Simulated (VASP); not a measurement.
# Hf (Pm-3m) in VASP: notebook

Runs on Hf. Level: BLYP. Tasks: single point, relaxation of cell and atoms.

Program: VASP 6.6.1. These are calculated values, not measurements. Logs are shortened: lines on timing, memory, paths and dates and some standing lists are left out, and cuts for length are marked.

## 1. The cell of the first run

Symmetry: Pm-3m, No. 221, cubic system. The conventional cell has a = 2.994 Å, b = 2.994 Å, c = 2.994 Å, α = 90.00°, β = 90.00°, γ = 90.00°. Within 3.9 Å of Hf (site symmetry m-3m) lie 6 Hf at 2.99 Å.

## 2. Single point, BLYP (volume scaled by 1.04)

Input file INCAR:

```
PREC = Accurate
ENCUT = 520
EDIFF = 1E-6
ISMEAR = -1
SIGMA = 0.1
LREAL = F
LASPH = T
NELM = 100
ALGO = Normal
ISIF = 2
LWAVE = F
LCHARG = F
GGA = B5
ALDAX = 1.0
AGGAX = 1.0
AGGAC = 1.0
ALDAC = 0.0
NBANDS = 11
```

Input file KPOINTS:

```
regular mesh
0
Gamma
  12 12 12
```

Input file POSCAR:

```
Hf
1.0
    2.9943941177      0.0000000000      0.0000000000
    0.0000000000      2.9943941177      0.0000000000
    0.0000000000      0.0000000000      2.9943941177
Hf
1
Direct
    0.0000000000      0.0000000000      0.0000000000
```

Potentials or basis: VASP PAW PBE potentials, release 64 (Hf_pv).

Run with:

```bash
$ cat potpaw_PBE.64/Hf_pv/POTCAR > POTCAR
$ mpirun -np 1 vasp_std > vasp.out
```

OUTCAR:

```text
PREC = Accurate
   ENCUT = 520
   EDIFF = 1E-6
   ISMEAR = -1
   LREAL = F
   LASPH = T
   NELM = 100
   ISIF = 2
   GGA = B5

 ion  position               nearest neighbor table
   1  0.000  0.000  0.000-

  LATTYP: Found a simple cubic cell.
 ALAT       =     2.9943941177

  Lattice vectors:

 A1 = (   2.9943941177,   0.0000000000,   0.0000000000)
 A2 = (   0.0000000000,   2.9943941177,   0.0000000000)
 A3 = (   0.0000000000,   0.0000000000,   2.9943941177)

Analysis of symmetry for initial positions (statically):
=====================================================================
 Subroutine PRICEL returns:
 Original cell was already a primitive cell.

 Routine SETGRP: Setting up the symmetry group for a
 simple cubic supercell.

 Subroutine GETGRP returns: Found 48 space group operations
 (whereof 48 operations were pure point group operations)
 out of a pool of 48 trial point group operations.

The static configuration has the point symmetry O_h .

Analysis of symmetry for dynamics (positions and initial velocities):
=====================================================================
 Subroutine PRICEL returns:
 Original cell was already a primitive cell.

 Routine SETGRP: Setting up the symmetry group for a
 simple cubic supercell.

 Subroutine GETGRP returns: Found 48 space group operations
 (whereof 48 operations were pure point group operations)
 out of a pool of 48 trial point group operations.

The dynamic configuration has the point symmetry O_h .

 Subroutine INISYM returns: Found 48 space group operations
 (whereof 48 operations are pure point group operations),
 and found     1 'primitive' translations

----------------------------------------------------------------------------------------

                                     Primitive cell

  volume of cell :      26.8489

  direct lattice vectors                    reciprocal lattice vectors
     2.994394118  0.000000000  0.000000000     0.333957375  0.000000000  0.000000000
     0.000000000  2.994394118  0.000000000     0.000000000  0.333957375  0.000000000
     0.000000000  0.000000000  2.994394118     0.000000000  0.000000000  0.333957375

  length of vectors
     2.994394118  2.994394118  2.994394118     0.333957375  0.333957375  0.333957375

  position of ions in fractional coordinates (direct lattice)
     0.000000000  0.000000000  0.000000000

  ion indices of the primitive-cell ions
   primitive index   ion index
                 1           1

----------------------------------------------------------------------------------------

 KPOINTS: regular mesh

Automatic generation of k-mesh.
 Grid dimensions read from file:
 generate k-points for:   12   12   12

 Generating k-lattice:

  Cartesian coordinates                     Fractional coordinates (reciprocal lattice)
     0.027829781  0.000000000  0.000000000     0.083333333  0.000000000  0.000000000
     0.000000000  0.027829781  0.000000000     0.000000000  0.083333333  0.000000000
     0.000000000  0.000000000  0.027829781     0.000000000  0.000000000  0.083333333

  Length of vectors
     0.027829781  0.027829781  0.027829781

  Shift w.r.t. Gamma in fractional coordinates (k-lattice)
     0.000000000  0.000000000  0.000000000

 Subroutine IBZKPT returns following result:
 ===========================================

 Found     84 irreducible k-points:

 Following reciprocal coordinates:
            Coordinates               Weight
  0.000000  0.000000  0.000000      1.000000
  0.083333  0.000000  0.000000      6.000000
  0.166667  0.000000  0.000000      6.000000
  0.250000  0.000000  0.000000      6.000000
  0.333333  0.000000  0.000000      6.000000
  0.416667  0.000000  0.000000      6.000000
[... 16 lines left out ...]
  0.333333  0.333333  0.000000     12.000000
  0.416667  0.333333  0.000000     24.000000
 [... further k-points ...]
   k-points           NKPTS =     84   k-points in BZ     NKDIM =     84   number of bands    NBANDS=     11
   number of dos      NEDOS =    301   number of ions     NIONS =      1
   total plane-waves  NPLWV =  13824
   dimension x,y,z NGX =    24 NGY =   24 NGZ =   24
   dimension x,y,z NGXF=    48 NGYF=   48 NGZF=   48
   ions per type =               1
   NGX,Y,Z   is equivalent  to a cutoff of  13.32, 13.32, 13.32 a.u.
   NGXF,Y,Z  is equivalent  to a cutoff of  26.65, 26.65, 26.65 a.u.
 SYSTEM =  unknown system
   PREC   = accura    normal or accurate (medium, high low for compatibility)
   ISTART =      0    job   : 0-new  1-cont  2-samecut
   ICHARG =      2    charge: 1-file 2-atom 10-const
   ISPIN  =      1    spin polarized calculation?
   LNONCOLLINEAR =      F non collinear calculations
   LSORBIT =      F    spin-orbit coupling
   LASPH  =      T    aspherical Exc in radial PAW
   ENCUT  =  520.0 eV  38.22 Ry    6.18 a.u.   5.57  5.57  5.57*2*pi/ulx,y,z
   NELM   =    100;   NELMIN=  2; NELMDL= -5     # of ELM steps
   EDIFF  = 0.1E-05   stopping-criterion for ELM
   LREAL  =      F    real-space projection
   EDIFFG = 0.1E-04   stopping-criterion for IOM
   NSW    =      0    number of steps for IOM
   IBRION =     -1    ionic relax: 0-MD 1-quasi-New 2-CG
   NFREE  =      0    steps in history (QN), initial steepest desc. (CG)
   ISIF   =      2    stress and relaxation
   ISYM   =      2    0-nonsym 1-usesym 2-fastsym
   POTIM  = 0.5000    time-step for ionic-motion
   TEBEG  =    0.0;   TEEND  =   0.0 temperature during run
   PSTRESS=    0.0 pullay stress
   NELECT =      10.0000    total number of electrons
   NUPDOWN=      -1.0000    fix difference up-down
   EMIN   =  10.00;   EMAX   =-10.00  energy-range for DOS
   EFERMI =   0.00;   METHOD = LEGACY
   ISMEAR =    -1;   SIGMA  =   0.10  broadening in eV -4-tet -1-fermi 0-gaus
   EFERMI_NEDOS =   21; number of points for ismear=-14 and -15
   IALGO  =     38    algorithm
   IMIX   =      4    mixing-type and parameters
     AMIX     =   0.40;   BMIX     =  1.00
     AMIX_MAG =   1.60;   BMIX_MAG =  1.00
  volume/ion in A,a.u.               =      26.85       181.19
  Fermi-wavevector in a.u.,A,eV,Ry     =   1.177875  2.225861 18.876580  1.387390
  Thomas-Fermi vector in A             =   2.314214
   LORBIT       =      0    0 simple, 1 ext, 2 COOP (PROOUT), +10 PAW based schemes
   GGA     = B5    functional components
   LHFCALC =     F    Hartree Fock is set to
   AEXX    =    0.0000 exact exchange contribution
   IVDW    =     0    specifies the selected vdW correction
   LEPSILON=     F    determine dielectric tensor
   LRPA    =     F    only Hartree local field effects (RPA)
 non-spin polarized calculation
  energy-cutoff  :      520.00
  volume of cell :       26.85
 maximum number of plane-waves:       739
 NGX is ok and might be reduce to    24
   NGX = 11   NGY = 11   NGZ = 11

 number of electron      10.0000000 magnetization

 number of electron       9.9999997 magnetization

 Free energy of the ion-electron system (eV)
  ---------------------------------------------------
  ext. energy  EPLUGINS =         0.00000000
  ---------------------------------------------------
  free energy    TOTEN  =        -7.74163884 eV

  energy without entropy =       -7.68134673  energy(sigma->0) =       -7.71149279

 E-fermi :   3.8249     XC(G=0):  -9.7777

 val. band max:        3.8125039167   @ k =   0.5000   0.3333   0.3333
 cond. band min:       3.8393287541   @ k =   0.4167   0.0833   0.0000
 fundamental gap:      0.0268248374
 Fermi energy:         3.8248629546

 k-point     1 :       0.0000    0.0000    0.0000
  band No.  band energies     occupation
      1     -26.2622      2.00000
      2     -26.2622      2.00000
      3     -26.2622      2.00000
      4      -2.2811      2.00000
      5       2.5124      2.00000
      6       2.5124      2.00000
      7       9.6010      0.00000
      8       9.6010      0.00000
      9       9.6010      0.00000
     10      16.0827      0.00000
     11      16.0827      0.00000

 k-point     2 :       0.0833    0.0000    0.0000
  band No.  band energies     occupation
      1     -26.3139      2.00000
      2     -26.2579      2.00000
      3     -26.2579      2.00000
      4      -2.1139      2.00000
      5       2.5593      1.99999
      6       2.6618      1.99998
      7       9.2924      0.00000
      8       9.2924      0.00000
      9       9.6214      0.00000
     10      15.1858      0.00000
     11      16.0593      0.00000

 k-point     3 :       0.1667    0.0000    0.0000
  band No.  band energies     occupation
      1     -26.4530      2.00000
      2     -26.2462      2.00000
      3     -26.2462      2.00000
      4      -1.6471      2.00000
      5       2.6912      1.99998
      6       3.0743      1.99890
      7       8.5854      0.00000
      8       8.5854      0.00000
      9       9.6778      0.00000
     10      13.6608      0.00000
     11      16.0589      0.00000

 k-point     4 :       0.2500    0.0000    0.0000
  band No.  band energies     occupation
      1     -26.6381      2.00000
      2     -26.2302      2.00000
      3     -26.2302      2.00000
      4      -0.9708      2.00000
      5       2.8811      1.99984
      6       3.6098      1.79141
      7       7.8123      0.00000
      8       7.8123      0.00000
      9       9.7563      0.00000
     10      12.4115      0.00000
     11      16.0591      0.00000
[... 239 lines left out ...]
 k-point    22 :       0.5000    0.2500    0.0000
  band No.  band energies     occupation
      1     -26.9457      2.00000
      2     -26.5576      2.00000
      3     -26.1672      2.00000
      4       2.1067      2.00000
      5       2.4552      2.00000
      6       4.8196      0.00010
      7       6.9090      0.00000
      8       7.3300      0.00000
      9       8.3682      0.00000
     10      12.3204      0.00000
     11      16.0162      0.00000

 k-point    23 :       0.3333    0.3333    0.0000
  band No.  band energies     occupation
      1     -26.7594      2.00000
      2     -26.7451      2.00000
      3     -26.1675      2.00000
      4       1.4841      2.00000
      5       2.9053      1.99980
      6       5.9712      0.00000
      7       6.1960      0.00000
      8       7.4857      0.00000
      9       7.7355      0.00000
     10      12.9581      0.00000
     11      14.7264      0.00000

 k-point    24 :       0.4167    0.3333    0.0000
  band No.  band energies     occupation
      1     -26.8771      2.00000
      2     -26.7359      2.00000
      3     -26.1561      2.00000
      4       1.8070      2.00000
      5       2.6874      1.99998
      6       6.0782      0.00000
      7       7.1723      0.00000
      8       7.1987      0.00000
      9       7.7339      0.00000
     10      12.3958      0.00000
     11      15.1642      0.00000

 [... further k-points ...]

------------------------ aborting loop because EDIFF is reached ----------------------------------------

  FORCE on cell =-STRESS in cart. coord.  units (eV):
  Direction    XX          YY          ZZ          XY          YZ          ZX
  --------------------------------------------------------------------------------------
  -------------------------------------------------------------------------------------
  Total       -0.4052837     -0.4052837     -0.4052837      0.0000000     -0.0000000      0.0000000
  in kB      -24.1848191    -24.1848191    -24.1848191      0.0000000     -0.0000000      0.0000000
  external PRESSURE =     -24.1848191 kB  Pullay stress =       0.0000000 kB

 VOLUME and BASIS-vectors are now :
 -----------------------------------------------------------------------------
  energy-cutoff  :      520.00
  volume of cell :       26.85
      direct lattice vectors                 reciprocal lattice vectors
     2.994394118  0.000000000  0.000000000     0.333957375  0.000000000  0.000000000
     0.000000000  2.994394118  0.000000000     0.000000000  0.333957375  0.000000000
     0.000000000  0.000000000  2.994394118     0.000000000  0.000000000  0.333957375

 POSITION                                       TOTAL-FORCE (eV/Angst)
 -----------------------------------------------------------------------------------
      0.00000      0.00000      0.00000         0.000000      0.000000      0.000000
 -----------------------------------------------------------------------------------
    total drift:                                0.000000      0.000000      0.000000

  FREE ENERGIE OF THE ION-ELECTRON SYSTEM (eV)
  ---------------------------------------------------
  free  energy   TOTEN  =        -7.7416388432 eV

  energy  without entropy=       -7.6813467309  energy(sigma->0) =       -7.71149279
```

Wall time 30 s (1 thread of Intel Xeon 8259CL, shared host); peak memory 0.15 GiB.

Results:

- Free energy: -7.7416 eV
- Pressure: -2.4 GPa
- Band gap on the k mesh: zero (band 5 reaches 4.65 eV, above the bottom of band 6 at 2.51 eV)

Caveat: the PAW data sets were made with another functional, which shifts forces and pressure a little; spin-orbit coupling is left out, which moves the levels of the heavy elements.

## 3. Single point, BLYP (volume scaled by 1.08)

Input file INCAR:

```
  PREC = Accurate
  ENCUT = 520
  EDIFF = 1E-7
  ISMEAR = -1
  SIGMA = 0.1
  LREAL = False
  LASPH = True
  NELM = 100
  ALGO = Normal
  ISIF = 2
  LWAVE = False
  LCHARG = True
  GGA = B5
  ALDAX = 1.0
  AGGAX = 1.0
  AGGAC = 1.0
  ALDAC = 0.0
  LELF = True
  LVHAR = True
  NBANDS = 11
```

KPOINTS is that of step 2.

Input file POSCAR:

```
Hf
1.0
    3.0323018649      0.0000000000      0.0000000000
    0.0000000000      3.0323018649      0.0000000000
    0.0000000000      0.0000000000      3.0323018649
Hf
1
Direct
    0.0000000000      0.0000000000      0.0000000000
```

Potentials or basis: VASP PAW PBE potentials, release 64 (Hf_pv).

Run with:

```bash
$ cat potpaw_PBE.64/Hf_pv/POTCAR > POTCAR
$ mpirun -np 1 vasp_std > vasp.out
```

It took 27 s on 1 thread of Intel Xeon 8259CL, shared host; peak memory 0.15 GiB.

Results (log left out):

* Free energy: -7.7192 eV
* Pressure: -4.5 GPa
* Band gap on the k mesh: zero (band 5 reaches 4.39 eV, above the bottom of band 6 at 2.36 eV)

Levels at points of the mesh, in eV from the Fermi level:
```
           k point  band 1  band 2  band 3  band 4  band 5  band 6  band 7  band 8  band 9  band 10
(0.00, 0.00, 0.00)  -30.20  -30.20  -30.20   -5.99   -1.24   -1.24    5.54    5.54    5.54    11.94
(0.50, 0.00, 0.00)  -30.84  -30.14  -30.14   -3.03   -0.48    0.04    2.71    2.71    5.83     8.14
(0.50, 0.50, 0.00)  -30.76  -30.76  -30.09   -2.27   -0.74    3.30    3.30    3.97    3.97     7.41
(0.50, 0.50, 0.50)  -30.69  -30.69  -30.69   -0.97   -0.97   -0.97    7.22    7.62    7.62     8.60
```

Caveat: the PAW data sets were made with another functional, which shifts forces and pressure a little; spin-orbit coupling is left out, which moves the levels of the heavy elements.

## 4. Single point, BLYP (volume scaled by 1.12)

Input file INCAR:

```
PREC     = Accurate       # precision mode
ENCUT    = 520            # plane-wave cutoff, eV
EDIFF    = 1E-7           # SCF threshold, eV
ISMEAR   = -1             # smearing method
SIGMA    = 0.1            # smearing width, eV
LREAL    = False          # projectors in reciprocal space
LASPH    = True           # aspherical terms in the spheres
NELM     = 100            # most SCF steps
ALGO     = Normal         # electronic algorithm
ISIF     = 2              # what is computed and relaxed
LWAVE    = False          # write WAVECAR
LCHARG   = False          # write CHGCAR
GGA      = B5             # functional
ALDAX    = 1.0          
AGGAX    = 1.0          
AGGAC    = 1.0          
ALDAC    = 0.0          
NBANDS   = 11             # bands
```

KPOINTS is that of step 3.

Input file POSCAR:

```
Hf
1.0
    3.0692848008      0.0000000000      0.0000000000
    0.0000000000      3.0692848008      0.0000000000
    0.0000000000      0.0000000000      3.0692848008
Hf
1
Direct
    0.0000000000      0.0000000000      0.0000000000
```

Run with:

```bash
$ cat potpaw_PBE.64/Hf_pv/POTCAR > POTCAR
$ mpirun -np 1 vasp_std > vasp.out
```

Wall time 23 s (1 thread of Intel Xeon 8259CL, shared host); peak memory 0.15 GiB.

The run converged. Its results:

| Quantity | Value |
| --- | --- |
| Free energy | -7.6844 eV |
| Pressure | -6.2 GPa |
| Band gap on the k mesh | zero (band 5 reaches 4.15 eV, above the bottom of band 6 at 2.22 eV) |

Levels at points of the mesh, in eV from the Fermi level:
| k point | band 3 | band 4 | band 5 | band 6 | band 7 | band 8 |
| --- | --- | --- | --- | --- | --- | --- |
| (0.00, 0.00, 0.00) | -30.30 | -5.89 | -1.17 | -1.17 | 5.31 | 5.31 |
| (0.50, 0.00, 0.00) | -30.25 | -3.00 | -0.45 | 0.01 | 2.63 | 2.63 |
| (0.50, 0.50, 0.00) | -30.20 | -2.12 | -0.75 | 3.19 | 3.19 | 3.80 |
| (0.50, 0.50, 0.50) | -30.74 | -0.89 | -0.89 | -0.89 | 7.20 | 7.28 |

Caveat: the PAW data sets were made with another functional, which shifts forces and pressure a little; spin-orbit coupling is left out, which moves the levels of the heavy elements.

(Continued in part 2 of 2.)
